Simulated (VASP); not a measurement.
WBr4F2: single point with PBE

The system is WBr4F2.

```
W Br F
1.0
    -6.75307   -0.25479    0.26436
     3.16341   -6.07022   -0.27547
     3.08962    2.34714    5.68214
W Br F
1 4 2
Direct
  0.00000 0.00000 0.00000
  0.12123 0.82708 0.28960
  0.53614 0.70257 0.82447
  0.87877 0.17292 0.71040
  0.46386 0.29743 0.17553
  0.01468 0.80262 0.79969
  0.98532 0.19738 0.20031
```

```
Program             : VASP 6.6.1
Task                : single point
Functional          : PBE
Potentials or basis : VASP PAW PBE potentials, release 64 (W_sv, Br, F)
Cutoff              : 520 eV
k mesh              : 4 × 2 × 2
Occupations         : gaussian, width 0.1 eV
Spin                : no spin polarisation
```

```
Pressure               : 0.3 GPa
Largest force          : 0.364 eV/Å
Band gap on the k mesh : 1.00 eV (least direct gap 1.21 eV)
```

Forces in eV/Å, atoms in the order of the input:
```
W    0.000  0.000  0.000
Br  -0.004  0.008  0.010
Br   0.011  0.009 -0.007
Br   0.004 -0.008 -0.010
Br  -0.011 -0.009  0.007
F   -0.261  0.141 -0.211
F    0.261 -0.141  0.211
```

Stress tensor (GPa, compression positive):
```
 0.47 -0.23  0.35
-0.23  0.15 -0.18
 0.35 -0.18  0.29
```

Levels at points of the mesh, in eV from the valence-band top:
```tsv
k point	band 26	band 27	band 28	band 29	band 30	band 31
(0.00, 0.00, 0.00)	-0.23	-0.21	-0.20	1.03	1.79	1.79
(0.50, 0.00, 0.00)	-0.90	-0.64	0.00	1.52	1.75	1.99
(0.00, 0.50, 0.00)	-0.66	-0.32	-0.10	1.29	1.84	1.90
(0.50, 0.50, 0.00)	-0.64	-0.31	-0.09	1.29	1.83	1.91
(0.00, 0.00, 0.50)	-0.68	-0.31	-0.10	1.29	1.84	1.91
(0.50, 0.00, 0.50)	-0.67	-0.31	-0.11	1.29	1.83	1.93
(0.00, 0.50, 0.50)	-0.90	-0.64	0.00	1.52	1.75	1.99
(0.50, 0.50, 0.50)	-0.22	-0.21	-0.20	1.00	2.00	2.00
```

It took 5.8 min on 1 thread of Oxide Virtual Turin-like Processor, on a shared host, peak memory 0.38 GiB.

Caveat: the k points lie up to 0.46 Å⁻¹ apart; spin-orbit coupling is left out, which moves the levels of the heavy elements. A k mesh can miss the band edges.
